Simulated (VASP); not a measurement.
# ZnS (e600) (Imm2) in VASP: notebook

Runs on ZnS (e600). Level: PBEsol. Tasks: single point.

Program: VASP 6.6.1. These are calculated values, not measurements. Logs are shortened: lines on timing, memory, paths and dates and some standing lists are left out, and cuts for length are marked.

### 1 The cell of the first run

The structure is orthorhombic, space group Imm2 (No. 44). Conventional cell: a = 3.750 Å, b = 3.811 Å, c = 5.303 Å, α = 90.00°, β = 90.00°, γ = 90.00°. Within 3.0 Å of Zn (site symmetry mm2) lie 4 S at 2.31 Å. Within 3.0 Å of S (site symmetry mm2) lie 4 Zn at 2.31 Å.

### 2 Single point, PBEsol (strained cell)

The input, INCAR:

```
PREC = Accurate
ENCUT = 500
EDIFF = 1E-6
ISMEAR = 0
SIGMA = 0.02
LREAL = F
LASPH = T
NELM = 120
ALGO = Normal
ISIF = 2
LWAVE = F
LCHARG = F
GGA = PS
NBANDS = 16
GGA_COMPAT = F
```

The input, KPOINTS:

```
Automatic mesh
0
Gamma
  8 8 8
```

The input, POSCAR:

```
ZnS
1.0
    0.0214272480      2.6730491932      2.6516219451
    2.6730491932      0.0214272480      2.6516219451
    2.6944764412      2.6944764412      0.0000000000
Zn S
1 1
Direct
    0.0015603532      0.0015603532     -0.0015603532
    0.2484396468      0.2484396468      0.2515603532
```

Potentials or basis: VASP PAW PBE potentials, release 64 (Zn, S).

On the command line:

```sh
$ cat potpaw_PBE.64/Zn/POTCAR potpaw_PBE.64/S/POTCAR > POTCAR
$ mpirun -np 1 vasp_std > vasp.out
```

OUTCAR:

```text
PREC = Accurate
   ENCUT = 500
   EDIFF = 1E-6
   ISMEAR = 0
   LREAL = F
   LASPH = T
   NELM = 120
   ISIF = 2
   GGA = PS

 ion  position               nearest neighbor table
   1  0.002  0.002  0.998-   2 2.31   2 2.31   2 2.31   2 2.31
   2  0.248  0.248  0.252-   1 2.31   1 2.31   1 2.31   1 2.31

  LATTYP: Found a body centered orthorhombic cell.
 ALAT       =     3.7499597172
 B/A-ratio  =     1.0161616161
 C/A-ratio  =     1.4142135623

  Lattice vectors:

 A1 = (   2.6730491932,   0.0214272480,  -2.6516219451)
 A2 = (  -2.6730491932,  -0.0214272480,  -2.6516219451)
 A3 = (   0.0214272480,   2.6730491932,   2.6516219451)

Analysis of symmetry for initial positions (statically):
=====================================================================
 Subroutine PRICEL returns:
 Original cell was already a primitive cell.

 Routine SETGRP: Setting up the symmetry group for a
 body centered orthorhombic supercell.

 Subroutine GETGRP returns: Found  4 space group operations
 (whereof  4 operations were pure point group operations)
 out of a pool of  8 trial point group operations.

The static configuration has the point symmetry C_2v.

Analysis of symmetry for dynamics (positions and initial velocities):
=====================================================================
 Subroutine PRICEL returns:
 Original cell was already a primitive cell.

 Routine SETGRP: Setting up the symmetry group for a
 body centered orthorhombic supercell.

 Subroutine GETGRP returns: Found  4 space group operations
 (whereof  4 operations were pure point group operations)
 out of a pool of  8 trial point group operations.

The dynamic configuration has the point symmetry C_2v.

 Subroutine INISYM returns: Found  4 space group operations
 (whereof  4 operations are pure point group operations),
 and found     1 'primitive' translations

----------------------------------------------------------------------------------------

                                     Primitive cell

  volume of cell :      37.8903

  direct lattice vectors                    reciprocal lattice vectors
     0.021427248  2.673049193  2.651621945    -0.188563834  0.188563834  0.188563834
     2.673049193  0.021427248  2.651621945     0.188563834 -0.188563834  0.188563834
     2.694476441  2.694476441  0.000000000     0.185564807  0.185564807 -0.188563834

  length of vectors
     3.765202525  3.765202525  3.810565127     0.326602141  0.326602141  0.323148440

  position of ions in fractional coordinates (direct lattice)
     0.001560353  0.001560353  0.998439647
     0.248439647  0.248439647  0.251560353

  ion indices of the primitive-cell ions
   primitive index   ion index
                 1           1
                 2           2

----------------------------------------------------------------------------------------

 KPOINTS: Automatic mesh

Automatic generation of k-mesh.
 Grid dimensions read from file:
 generate k-points for:    8    8    8

 Generating k-lattice:

  Cartesian coordinates                     Fractional coordinates (reciprocal lattice)
    -0.023570479  0.023570479  0.023570479     0.125000000  0.000000000  0.000000000
     0.023570479 -0.023570479  0.023570479     0.000000000  0.125000000  0.000000000
     0.023195601  0.023195601 -0.023570479    -0.000000000 -0.000000000  0.125000000

  Length of vectors
     0.040825268  0.040825268  0.040393555

  Shift w.r.t. Gamma in fractional coordinates (k-lattice)
     0.000000000  0.000000000  0.000000000

 Subroutine IBZKPT returns following result:
 ===========================================

 Found     95 irreducible k-points:

 Following reciprocal coordinates:
            Coordinates               Weight
  0.000000  0.000000  0.000000      1.000000
  0.125000 -0.000000  0.000000      4.000000
  0.250000 -0.000000  0.000000      4.000000
  0.375000 -0.000000  0.000000      4.000000
  0.500000 -0.000000  0.000000      2.000000
  0.125000  0.125000  0.000000      2.000000
[... 16 lines left out ...]
  0.125000 -0.000000  0.125000      4.000000
  0.250000 -0.000000  0.125000      8.000000
 [... further k-points ...]
   k-points           NKPTS =     95   k-points in BZ     NKDIM =     95   number of bands    NBANDS=     16
   number of dos      NEDOS =    301   number of ions     NIONS =      2
   total plane-waves  NPLWV =  21952
   dimension x,y,z NGX =    28 NGY =   28 NGZ =   28
   dimension x,y,z NGXF=    56 NGYF=   56 NGZF=   56
   ions per type =               1   1
   NGX,Y,Z   is equivalent  to a cutoff of  12.36, 12.36, 12.22 a.u.
   NGXF,Y,Z  is equivalent  to a cutoff of  24.73, 24.73, 24.43 a.u.
 SYSTEM =  unknown system
   PREC   = accura    normal or accurate (medium, high low for compatibility)
   ISTART =      0    job   : 0-new  1-cont  2-samecut
   ICHARG =      2    charge: 1-file 2-atom 10-const
   ISPIN  =      1    spin polarized calculation?
   LNONCOLLINEAR =      F non collinear calculations
   LSORBIT =      F    spin-orbit coupling
   LASPH  =      T    aspherical Exc in radial PAW
   ENCUT  =  500.0 eV  36.75 Ry    6.06 a.u.   6.86  6.86  6.95*2*pi/ulx,y,z
   NELM   =    120;   NELMIN=  2; NELMDL= -5     # of ELM steps
   EDIFF  = 0.1E-05   stopping-criterion for ELM
   LREAL  =      F    real-space projection
   EDIFFG = 0.1E-04   stopping-criterion for IOM
   NSW    =      0    number of steps for IOM
   IBRION =     -1    ionic relax: 0-MD 1-quasi-New 2-CG
   NFREE  =      0    steps in history (QN), initial steepest desc. (CG)
   ISIF   =      2    stress and relaxation
   ISYM   =      2    0-nonsym 1-usesym 2-fastsym
   POTIM  = 0.5000    time-step for ionic-motion
   TEBEG  =    0.0;   TEEND  =   0.0 temperature during run
   PSTRESS=    0.0 pullay stress
   NELECT =      18.0000    total number of electrons
   NUPDOWN=      -1.0000    fix difference up-down
   EMIN   =  10.00;   EMAX   =-10.00  energy-range for DOS
   EFERMI =   0.00;   METHOD = LEGACY
   ISMEAR =     0;   SIGMA  =   0.02  broadening in eV -4-tet -1-fermi 0-gaus
   EFERMI_NEDOS =   21; number of points for ismear=-14 and -15
   IALGO  =     38    algorithm
   IMIX   =      4    mixing-type and parameters
     AMIX     =   0.40;   BMIX     =  1.00
     AMIX_MAG =   1.60;   BMIX_MAG =  1.00
  volume/ion in A,a.u.               =      18.95       127.85
  Fermi-wavevector in a.u.,A,eV,Ry     =   1.277389  2.413915 22.200931  1.631722
  Thomas-Fermi vector in A             =   2.409991
   LORBIT       =      0    0 simple, 1 ext, 2 COOP (PROOUT), +10 PAW based schemes
   GGA     = PS    functional components
   LHFCALC =     F    Hartree Fock is set to
   AEXX    =    0.0000 exact exchange contribution
   IVDW    =     0    specifies the selected vdW correction
   LEPSILON=     F    determine dielectric tensor
   LRPA    =     F    only Hartree local field effects (RPA)
 non-spin polarized calculation
 Gauss-broadening in eV      SIGMA  =   0.02
  energy-cutoff  :      500.00
  volume of cell :       37.89
 maximum number of plane-waves:       975
   NGX = 13   NGY = 13   NGZ = 13

 number of electron      18.0000012 magnetization

 Free energy of the ion-electron system (eV)
  ---------------------------------------------------
  ext. energy  EPLUGINS =         0.00000000
  ---------------------------------------------------
  free energy    TOTEN  =        -7.58406654 eV

  energy without entropy =       -7.58406654  energy(sigma->0) =       -7.58406654

 E-fermi :   2.5284     XC(G=0): -10.0411

 val. band max:        2.4356767269   @ k =   0.0000   0.0000   0.0000
 cond. band min:       4.5493877208   @ k =   0.0000   0.0000   0.0000
 fundamental gap:      2.1137109939
 Fermi energy:         2.5283625103

 k-point     1 :       0.0000    0.0000    0.0000
  band No.  band energies     occupation
      1     -11.0468      2.00000
      2      -4.1526      2.00000
      3      -4.1412      2.00000
      4      -4.1389      2.00000
      5      -3.5981      2.00000
      6      -3.5952      2.00000
[... 8 lines left out ...]
     15      14.2325      0.00000
     16      14.2841      0.00000

 k-point     2 :       0.1250   -0.0000    0.0000
  band No.  band energies     occupation
      1     -10.9179      2.00000
      2      -4.1446      2.00000
      3      -4.1291      2.00000
      4      -4.1175      2.00000
      5      -3.6004      2.00000
      6      -3.5973      2.00000
[... 8 lines left out ...]
     15      13.5915      0.00000
     16      15.0464      0.00000

 k-point     3 :       0.2500   -0.0000    0.0000
  band No.  band energies     occupation
      1     -10.5788      2.00000
      2      -4.1110      2.00000
      3      -4.0779      2.00000
      4      -4.0678      2.00000
      5      -3.5971      2.00000
      6      -3.5937      2.00000
[... 8 lines left out ...]
     15      13.3861      0.00000
     16      14.4498      0.00000

 k-point     4 :       0.3750   -0.0000    0.0000
  band No.  band energies     occupation
      1     -10.1893      2.00000
      2      -4.0382      2.00000
      3      -4.0299      2.00000
      4      -3.8996      2.00000
      5      -3.5771      2.00000
      6      -3.5739      2.00000
[... 8 lines left out ...]
     15      14.4179      0.00000
     16      14.5804      0.00000
[... 324 lines left out ...]
 k-point    22 :       0.0000    0.0000    0.1250
  band No.  band energies     occupation
      1     -10.9215      2.00000
      2      -4.1537      2.00000
      3      -4.1205      2.00000
      4      -4.1170      2.00000
      5      -3.5994      2.00000
      6      -3.5978      2.00000
[... 8 lines left out ...]
     15      13.5823      0.00000
     16      15.0539      0.00000

 k-point    23 :       0.1250   -0.0000    0.1250
  band No.  band energies     occupation
      1     -10.8780      2.00000
      2      -4.1738      2.00000
      3      -4.1033      2.00000
      4      -4.0984      2.00000
      5      -3.6166      2.00000
      6      -3.5837      2.00000
[... 8 lines left out ...]
     15      14.4178      0.00000
     16      15.6047      0.00000

 k-point    24 :       0.2500   -0.0000    0.1250
  band No.  band energies     occupation
      1     -10.6076      2.00000
      2      -4.1731      2.00000
      3      -4.0522      2.00000
      4      -4.0456      2.00000
      5      -3.6264      2.00000
      6      -3.5722      2.00000
[... 8 lines left out ...]
     15      14.3587      0.00000
     16      15.9916      0.00000

 [... further k-points ...]

------------------------ aborting loop because EDIFF is reached ----------------------------------------

  FORCE on cell =-STRESS in cart. coord.  units (eV):
  Direction    XX          YY          ZZ          XY          YZ          ZX
  --------------------------------------------------------------------------------------
  -------------------------------------------------------------------------------------
  Total        0.2872366      0.2872366      0.3638418     -0.1838306      0.0000000      0.0000000
  in kB       12.1457068     12.1457068     15.3849324     -7.7732173      0.0000000      0.0000000
  external PRESSURE =      13.2254486 kB  Pullay stress =       0.0000000 kB

 VOLUME and BASIS-vectors are now :
 -----------------------------------------------------------------------------
  energy-cutoff  :      500.00
  volume of cell :       37.89
      direct lattice vectors                 reciprocal lattice vectors
     0.021427248  2.673049193  2.651621945    -0.188563834  0.188563834  0.188563834
     2.673049193  0.021427248  2.651621945     0.188563834 -0.188563834  0.188563834
     2.694476441  2.694476441  0.000000000     0.185564807  0.185564807 -0.188563834

 POSITION                                       TOTAL-FORCE (eV/Angst)
 -----------------------------------------------------------------------------------
      2.69448      2.69448      0.00827        -0.000000     -0.000000     -0.000456
      1.34724      1.34724      1.31754         0.000000      0.000000      0.000456
 -----------------------------------------------------------------------------------
    total drift:                               -0.000000     -0.000000     -0.001137

  FREE ENERGIE OF THE ION-ELECTRON SYSTEM (eV)
  ---------------------------------------------------
  free  energy   TOTEN  =        -7.5840665402 eV

  energy  without entropy=       -7.5840665402  energy(sigma->0) =       -7.58406654
```

Wall time 41 s (1 thread of Intel Xeon 6975P-C, shared host); peak memory 0.19 GiB.

Results:

- Free energy: -7.5841 eV
- Pressure: 1.3 GPa
- Band gap on the k mesh: 2.11 eV, direct

Caveat: the cell differs from its parent crystal (strained cell); the PAW data sets were made with another functional, which shifts forces and pressure a little.

### 3 Single point, PBEsol (strained cell)

The input, INCAR:

```
ALGO = Normal
EDIFF = 1E-6
ENCUT = 500
GGA = PS
GGA_COMPAT = F
ISIF = 2
ISMEAR = 0
LASPH = T
LCHARG = F
LREAL = F
LWAVE = F
NBANDS = 16
NELM = 120
PREC = Accurate
SIGMA = 0.02
```

The input, KPOINTS:

```
k-points
0
Gamma
  8 8 8
```

The input, POSCAR:

```
ZnS
1.0
    0.0236293819      2.6752513271      2.6516219451
    2.6752513271      0.0236293819      2.6516219451
    2.6988807090      2.6988807090      0.0000000000
Zn S
1 1
Direct
    0.0017116508      0.0017116508     -0.0017116508
    0.2482883492      0.2482883492      0.2517116508
```

Potentials or basis: VASP PAW PBE potentials, release 64 (Zn, S).

On the command line:

```sh
$ cat potpaw_PBE.64/Zn/POTCAR potpaw_PBE.64/S/POTCAR > POTCAR
$ mpirun -np 1 vasp_std > vasp.out
```

Wall time 40 s (1 thread of Intel Xeon 6975P-C, shared host); peak memory 0.19 GiB.

The run converged. Its results:

- Free energy: -7.5842 eV
- Pressure: 1.2 GPa
- Band gap on the k mesh: 2.10 eV, direct

Stress tensor (GPa, compression positive):
```
 1.07 -0.86  0.00
-0.86  1.07  0.00
 0.00  0.00  1.42
```

Levels at points of the mesh, in eV from the valence-band top:
| k point | band 5 | band 6 | band 7 | band 8 | band 9 | band 10 | band 11 | band 12 | band 13 | band 14 |
| --- | --- | --- | --- | --- | --- | --- | --- | --- | --- | --- |
| (0.00, 0.00, 0.00) | -6.03 | -6.03 | -0.10 | -0.02 | 0.00 | 2.10 | 6.12 | 6.25 | 6.36 | 11.67 |
| (0.50, 0.00, 0.00) | -5.99 | -5.81 | -5.64 | -1.06 | -0.95 | 3.15 | 6.66 | 6.78 | 8.81 | 12.10 |
| (0.50, 0.50, 0.00) | -5.95 | -5.79 | -4.77 | -2.56 | -2.37 | 3.05 | 3.89 | 11.14 | 12.09 | 12.10 |
| (0.00, 0.00, 0.50) | -5.99 | -5.84 | -5.67 | -0.95 | -0.93 | 3.30 | 6.81 | 6.84 | 8.78 | 12.11 |
| (0.50, 0.00, 0.50) | -5.95 | -5.81 | -4.82 | -2.43 | -2.41 | 3.12 | 3.95 | 11.01 | 12.10 | 12.13 |

Caveat: the cell differs from its parent crystal (strained cell); the PAW data sets were made with another functional, which shifts forces and pressure a little.

### 4 Single point, PBEsol (strained cell)

INCAR is that of step 3.

KPOINTS is that of step 3.

The input, POSCAR:

```
ZnS
1.0
    0.0238116899      2.6754336351      2.6516219451
    2.6754336351      0.0238116899      2.6516219451
    2.6992453250      2.6992453250      0.0000000000
Zn S
1 1
Direct
    0.0017116508      0.0017116508     -0.0017116508
    0.2482883492      0.2482883492      0.2517116508
```

On the command line:

```sh
$ cat potpaw_PBE.64/Zn/POTCAR potpaw_PBE.64/S/POTCAR > POTCAR
$ mpirun -np 1 vasp_std > vasp.out
```

Wall time 45 s (1 thread of Intel Xeon 6975P-C, shared host); peak memory 0.19 GiB.

It converged, with:

| Item | Value |
| --- | --- |
| Free energy | -7.5842 eV |
| Pressure | 1.2 GPa |
| Band gap on the k mesh | 2.10 eV, direct |

Stress tensor (GPa, compression positive):
```
 1.05 -0.87  0.00
-0.87  1.05  0.00
 0.00  0.00  1.41
```

Levels at points of the mesh, in eV from the valence-band top:
```
           k point  band 6  band 7  band 8  band 9  band 10  band 11  band 12  band 13
(0.00, 0.00, 0.00)   -6.03   -0.10   -0.02    0.00     2.10     6.12     6.25     6.36
(0.50, 0.00, 0.00)   -5.81   -5.64   -1.06   -0.95     3.15     6.66     6.78     8.81
(0.50, 0.50, 0.00)   -5.79   -4.77   -2.56   -2.37     3.05     3.89    11.14    12.09
(0.00, 0.00, 0.50)   -5.84   -5.66   -0.95   -0.93     3.30     6.81     6.84     8.78
(0.50, 0.00, 0.50)   -5.81   -4.82   -2.43   -2.41     3.12     3.95    11.01    12.10
```

Caveat: the cell differs from its parent crystal (strained cell); the PAW data sets were made with another functional, which shifts forces and pressure a little.
